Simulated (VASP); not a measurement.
# Be (Pm-3m) in VASP: notebook

The runs below take Be through relaxation of cell and atoms, with PBEsol.

All numbers are computed with VASP 6.6.1; they aren't measurements. Logs are shortened: lines on timing, memory, paths and dates and some standing lists are left out, and cuts for length are marked.

## Step 1: The cell of the first run

Symmetry: Pm-3m, No. 221, cubic system. The conventional cell has a = 1.966 Å, b = 1.966 Å, c = 1.966 Å, α = 90.00°, β = 90.00°, γ = 90.00°. Be (site symmetry m-3m) has 6 Be at 1.97 Å within 2.6 Å.

This isn't the form of Be at room conditions, which is hcp.

## Step 2: Relaxation of cell and atoms, PBEsol, target pressure 13 GPa, at which the enthalpy is minimised

Contents of INCAR:

```
SYSTEM = Be
  PREC = Accurate
  ENCUT = 600
  EDIFF = 1E-6
  ISMEAR = -1
  SIGMA = 0.08
  LREAL = .FALSE.
  LASPH = .TRUE.
  NELM = 100
  ALGO = Normal
  ISIF = 3
  LWAVE = .FALSE.
  LCHARG = .FALSE.
  GGA = PS
  IBRION = 2
  NSW = 60
  EDIFFG = -0.005
  PSTRESS = 130.0
```

Contents of KPOINTS:

```
regular mesh
0
G
  19 19 19
  0 0 0
```

Contents of POSCAR:

```
Be
1.0
    1.9664516252      0.0000000000      0.0000000000
    0.0000000000      1.9664516252      0.0000000000
    0.0000000000      0.0000000000      1.9664516252
Be
1
Direct
    0.0000000000      0.0000000000      0.0000000000
```

Potentials or basis: VASP PAW PBE potentials, release 64 (Be).

Launch:

```console
$ cat potpaw_PBE.64/Be/POTCAR > POTCAR
$ mpirun -np 1 vasp_std > vasp.out
```

OUTCAR:

```text
SYSTEM = Be
   PREC = Accurate
   ENCUT = 600
   EDIFF = 1E-6
   ISMEAR = -1
   LREAL = .FALSE.
   LASPH = .TRUE.
   NELM = 100
   ISIF = 3
   GGA = PS
   IBRION = 2
   NSW = 60
   EDIFFG = -0.005
   PSTRESS = 130.0

 ion  position               nearest neighbor table
   1  0.000  0.000  0.000-

  LATTYP: Found a simple cubic cell.
 ALAT       =     1.9664516252

  Lattice vectors:

 A1 = (   1.9664516252,   0.0000000000,   0.0000000000)
 A2 = (   0.0000000000,   1.9664516252,   0.0000000000)
 A3 = (   0.0000000000,   0.0000000000,   1.9664516252)

Analysis of symmetry for initial positions (statically):
=====================================================================
 Subroutine PRICEL returns:
 Original cell was already a primitive cell.

 Routine SETGRP: Setting up the symmetry group for a
 simple cubic supercell.

 Subroutine GETGRP returns: Found 48 space group operations
 (whereof 48 operations were pure point group operations)
 out of a pool of 48 trial point group operations.

The static configuration has the point symmetry O_h .

Analysis of symmetry for dynamics (positions and initial velocities):
=====================================================================
 Subroutine PRICEL returns:
 Original cell was already a primitive cell.

 Routine SETGRP: Setting up the symmetry group for a
 simple cubic supercell.

 Subroutine GETGRP returns: Found 48 space group operations
 (whereof 48 operations were pure point group operations)
 out of a pool of 48 trial point group operations.

The dynamic configuration has the point symmetry O_h .

 Subroutine INISYM returns: Found 48 space group operations
 (whereof 48 operations are pure point group operations),
 and found     1 'primitive' translations

----------------------------------------------------------------------------------------

                                     Primitive cell

  volume of cell :       7.6041

  direct lattice vectors                    reciprocal lattice vectors
     1.966451625  0.000000000  0.000000000     0.508530181  0.000000000  0.000000000
     0.000000000  1.966451625  0.000000000     0.000000000  0.508530181  0.000000000
[... 140 lines left out ...]
  Total        1.7326742      1.7326742      1.7326742      0.0000000      0.0000000     -0.0000000
  in kB      365.0712948    365.0712948    365.0712948      0.0000000      0.0000000     -0.0000000
  external PRESSURE =     235.0712948 kB  Pullay stress =     130.0000000 kB

 VOLUME and BASIS-vectors are now :
 -----------------------------------------------------------------------------
  energy-cutoff  :      600.00
  volume of cell :        7.60
      direct lattice vectors                 reciprocal lattice vectors
     1.966451625  0.000000000  0.000000000     0.508530181  0.000000000  0.000000000
     0.000000000  1.966451625  0.000000000     0.000000000  0.508530181  0.000000000
     0.000000000  0.000000000  1.966451625     0.000000000  0.000000000  0.508530181

 POSITION                                       TOTAL-FORCE (eV/Angst)
 -----------------------------------------------------------------------------------
      0.00000      0.00000      0.00000         0.000000      0.000000      0.000000
 -----------------------------------------------------------------------------------
    total drift:                               -0.000000     -0.000000     -0.000000

  FREE ENERGIE OF THE ION-ELECTRON SYSTEM (eV)
  ---------------------------------------------------
  free  energy   TOTEN  =        -2.7427576677 eV

  energy  without entropy=       -2.7356470241  energy(sigma->0) =       -2.73920235

  enthalpy is  TOTEN    =        -2.1257613508 eV   P V=        0.6169963169

--------------------------------------- Ionic step        2  -------------------------------------------

 number of electron       2.0000000 magnetization

 Free energy of the ion-electron system (eV)
  ---------------------------------------------------
  ext. energy  EPLUGINS =         0.00000000
  ---------------------------------------------------
  free energy    TOTEN  =        -2.93298894 eV

  energy without entropy =       -2.92554655  energy(sigma->0) =       -2.92926774

 E-fermi :   5.9177     XC(G=0): -10.2152

 val. band max:        5.8943610235   @ k =   0.4211   0.1579   0.0000
 cond. band min:       5.9285264851   @ k =   0.4737   0.3158   0.0526
 fundamental gap:      0.0341654617
 Fermi energy:         5.9176525890

 k-point     1 :       0.0000    0.0000    0.0000
  band No.  band energies     occupation
      1      -4.6053      2.00000
      2      20.8757      0.00000
      3      20.8757      0.00000
      4      20.8757      0.00000
      5      26.7327      0.00000
[... 177 lines left out ...]
 k-point    24 :       0.3158    0.1053    0.0000
  band No.  band energies     occupation
      1      -1.7350      2.00000
      2       8.9359      0.00000
      3      20.7857      0.00000
      4      23.6647      0.00000
      5      31.7320      0.00000

 [... further k-points ...]

------------------------ aborting loop because EDIFF is reached ----------------------------------------

  FORCE on cell =-STRESS in cart. coord.  units (eV):
  Direction    XX          YY          ZZ          XY          YZ          ZX
  --------------------------------------------------------------------------------------
  -------------------------------------------------------------------------------------
  Total        0.7204941      0.7204941      0.7204941      0.0000000     -0.0000000     -0.0000000
  in kB      129.7143026    129.7143026    129.7143026      0.0000000     -0.0000000     -0.0000000
  external PRESSURE =      -0.2856974 kB  Pullay stress =     130.0000000 kB

 VOLUME and BASIS-vectors are now :
 -----------------------------------------------------------------------------
  energy-cutoff  :      600.00
  volume of cell :        8.90
      direct lattice vectors                 reciprocal lattice vectors
     2.072292465  0.000000000 -0.000000000     0.482557369 -0.000000000 -0.000000000
     0.000000000  2.072292465  0.000000000    -0.000000000  0.482557369 -0.000000000
     0.000000000  0.000000000  2.072292465     0.000000000 -0.000000000  0.482557369

 POSITION                                       TOTAL-FORCE (eV/Angst)
 -----------------------------------------------------------------------------------
      0.00000      0.00000      0.00000        -0.000000     -0.000000      0.000000
 -----------------------------------------------------------------------------------
    total drift:                               -0.000000     -0.000000     -0.000000

  FREE ENERGIE OF THE ION-ELECTRON SYSTEM (eV)
  ---------------------------------------------------
  free  energy   TOTEN  =        -2.9329889396 eV

  energy  without entropy=       -2.9255465460  energy(sigma->0) =       -2.92926774

  enthalpy is  TOTEN    =        -2.2109079460 eV   P V=        0.7220809936

 reached required accuracy - stopping structural energy minimisation
```

OSZICAR:

```text
N       E                     dE             d eps       ncg     rms          rms(c)
DAV:   1    -0.893239838010E+00   -0.89324E+00   -0.12311E+03  2310   0.372E+02
DAV:   2    -0.275293661680E+01   -0.18597E+01   -0.17463E+01  3035   0.410E+01
DAV:   3    -0.275959175552E+01   -0.66551E-02   -0.66226E-02  2600   0.212E+00
DAV:   4    -0.275959580703E+01   -0.40515E-05   -0.40509E-05  3140   0.470E-02
DAV:   5    -0.275959580814E+01   -0.11132E-08   -0.85699E-09  2680   0.416E-04    0.789E-01
DAV:   6    -0.274726050213E+01    0.12335E-01   -0.20103E-03  2435   0.689E-01    0.485E-01
DAV:   7    -0.274275480350E+01    0.45057E-02   -0.20311E-03  2500   0.688E-01    0.232E-02
DAV:   8    -0.274275797810E+01   -0.31746E-05   -0.19175E-06  2545   0.129E-02    0.479E-03
DAV:   9    -0.274275766772E+01    0.31038E-06   -0.72341E-07  2610   0.717E-03
   1 F= -.21257614E+01 E0= -.21222060E+01  d E =-.212576E+01
       N       E                     dE             d eps       ncg     rms          rms(c)
DAV:   1    -0.293541368073E+01   -0.19266E+00   -0.36598E-01  2495   0.563E+00    0.274E-01
DAV:   2    -0.293391521972E+01    0.14985E-02   -0.66074E-04  2600   0.244E-01    0.168E-01
DAV:   3    -0.293298905651E+01    0.92616E-03   -0.39692E-04  2425   0.175E-01    0.386E-03
DAV:   4    -0.293298893961E+01    0.11690E-06   -0.90818E-07  2635   0.843E-03
   2 F= -.22109079E+01 E0= -.22071867E+01  d E =-.851466E-01
```

It took 3.4 s on 1 thread of AMD EPYC 9R45 (Zen 5), shared host; peak memory 0.09 GiB.

Results:

```
Free energy                                                : -2.9330 eV
Relaxed volume                                             : 8.90 Å³/atom
Relaxed cell                                               : a = 2.072 Å, b = 2.072 Å, c = 2.072 Å, α = 90.00°, β = 90.00°, γ = 90.00°
Space group after relaxing (to 0.1 Å)                      : Pm-3m (No. 221)
Energy change on relaxing (the run minimises the enthalpy) : -190.2 meV/atom
Ionic steps                                                : 2
Pressure after relaxing                                    : 13.0 GPa
Band gap on the k mesh                                     : zero (bands 1 and 2 overlap by 7.00 eV)
```

The path:
| step | energy change (eV) | largest force (eV/Å) | pressure (GPa) | volume (Å³) |
| --- | --- | --- | --- | --- |
| 1 | 0.0000 | 0.0000 | 36.51 | 7.60 |
| 2 | -0.1902 | 0.0000 | 12.97 | 8.90 |

Final structure:
```
CELL_PARAMETERS angstrom
2.07229 0.00000 0.00000
0.00000 2.07229 0.00000
0.00000 0.00000 2.07229
ATOMIC_POSITIONS crystal
Be 0.00000 0.00000 0.00000
```

Levels at points of the mesh, in eV from the Fermi level:
| k point | band 1 | band 2 | band 3 | band 4 |
| --- | --- | --- | --- | --- |
| (0.00, 0.00, 0.00) | -10.52 | 14.96 | 14.96 | 14.96 |

Caveat: the cell is relaxed towards a set pressure, so the run minimises the enthalpy, not the energy; the volume moved by over 15 % at a fixed basis, so the end points are rough; the PAW data sets were made with another functional, which shifts forces and pressure a little.

## Step 3: Relaxation of cell and atoms, PBEsol, target pressure 13 GPa, at which the enthalpy is minimised

This run uses another cell than the first one, of 8.87 Å³/atom.

Contents of INCAR:

```
SYSTEM = Be
PREC = Accurate
ENCUT = 600
EDIFF = 1E-6
ISMEAR = -1
SIGMA = 0.08
LREAL = .FALSE.
LASPH = .TRUE.
NELM = 100
ALGO = Normal
ISIF = 3
LWAVE = .FALSE.
LCHARG = .FALSE.
GGA = PS
IBRION = 2
NSW = 32
EDIFFG = -0.005
PSTRESS = 130.0
```

KPOINTS is that of step 2.

Contents of POSCAR:

```
Be
1.0
    2.0703066470      0.0000000000      0.0000000000
    0.0000000000      2.0703066470      0.0000000000
    0.0000000000      0.0000000000      2.0703066470
Be
1
Direct
    0.0000000000      0.0000000000      0.0000000000
```

Potentials or basis: VASP PAW PBE potentials, release 64 (Be).

Launch:

```console
$ cat potpaw_PBE.64/Be/POTCAR > POTCAR
$ mpirun -np 1 vasp_std > vasp.out
```

Wall time 4.7 s (1 thread of AMD EPYC 9R45 (Zen 5), shared host); peak memory 0.09 GiB.

The run converged. Its results:

```
Free energy                                                : -2.9327 eV
Relaxed volume                                             : 8.90 Å³/atom
Relaxed cell                                               : a = 2.072 Å, b = 2.072 Å, c = 2.072 Å, α = 90.00°, β = 90.00°, γ = 90.00°
Space group after relaxing (to 0.1 Å)                      : Pm-3m (No. 221)
Energy change on relaxing (the run minimises the enthalpy) : -1.8 meV/atom
Ionic steps                                                : 2
Pressure after relaxing                                    : 13.0 GPa
Band gap on the k mesh                                     : zero (bands 1 and 2 overlap by 7.00 eV)
```

The path:
| step | energy change (eV) | largest force (eV/Å) | pressure (GPa) | volume (Å³) |
| --- | --- | --- | --- | --- |
| 1 | 0.0000 | 0.0000 | 13.30 | 8.87 |
| 2 | -0.0018 | 0.0000 | 13.02 | 8.90 |

Final structure:
```yaml
crystal:
  lattice:
    - [2.07198, 0.00000, 0.00000]
    - [0.00000, 2.07198, 0.00000]
    - [0.00000, 0.00000, 2.07198]
  atoms:
    - { symbol: Be, position: [0.00000, 0.00000, 0.00000] }
```

Levels at points of the mesh, in eV from the Fermi level:
| k point | band 1 | band 2 | band 3 | band 4 | band 5 |
| --- | --- | --- | --- | --- | --- |
| (0.00, 0.00, 0.00) | -10.53 | 14.96 | 14.96 | 14.96 | 20.82 |

Caveat: the cell is relaxed towards a set pressure, so the run minimises the enthalpy, not the energy; the PAW data sets were made with another functional, which shifts forces and pressure a little.

The gap in the log of VASP goes by the Fermi energy; the results here count the filled bands.